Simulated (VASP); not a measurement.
Crystal: AlSi2Cl.

```
Al Si Cl
1.0
     3.80299    0.00000    0.00000
    -1.90149    3.29348    0.00000
     0.00000    0.00000    3.94265
Al Si Cl
1 2 1
Direct
  0.00000 0.00000 0.50000
  0.33333 0.66667 0.50000
  0.66667 0.33333 0.50000
  0.00000 0.00000 0.00000
```

| Item | Value |
| --- | --- |
| Program | VASP 6.6.1 |
| Task | relaxation of cell and atoms |
| Functional | PBE |
| Potentials or basis | VASP PAW PBE potentials, release 64 (Al, Si, Cl) |
| Cutoff | 600 eV |
| k mesh | 6 × 6 × 4 |
| Occupations | gaussian, width 0.1 eV |
| Spin | no spin polarisation |

At the start: pressure 96.6 GPa; volume 12.35 Å³/atom.

Question: How do energy, volume and symmetry change on relaxing?

Answer: Over 9 steps the energy falls by 1813.0 meV/atom and the volume is 22.44 Å³/atom (+81.7 %); space group P6/mmm (No. 191, to 0.05 Å).

The path:
```
step  energy change (eV)  largest force (eV/Å)  pressure (GPa)  volume (Å³)
   1              0.0000                0.0000           96.64        49.38
   2             -5.9696                0.0000           -7.52       124.01
   3             -7.0740                0.0000            1.42        86.40
   4             -7.0817                0.0000           -0.64        90.17
   5             -7.0845                0.0000            0.04        88.87
   6             -7.2169                0.0000           -0.35        89.42
   7             -7.2009                0.0000            0.52        89.97
   8             -7.2518                0.0000           -0.27        89.74
   9             -7.2519                0.0000           -0.25        89.75
```

Final structure:
```xyz
4
Lattice="4.4939 0.0000 0.0000 -2.2469 3.8918 0.0000 0.0000 0.0000 5.1316" Properties=species:S:1:pos:R:3 pbc="T T T"
Al    0.0000    0.0000    2.5658
Si    0.0000    2.5945    2.5658
Si    2.2469    1.2973    2.5658
Cl    0.0000    0.0000    0.0000
```

Caveat: the k points lie up to 0.31 Å⁻¹ apart in the final cell; the volume moved by over 15 % at a fixed basis, so the end points are rough.
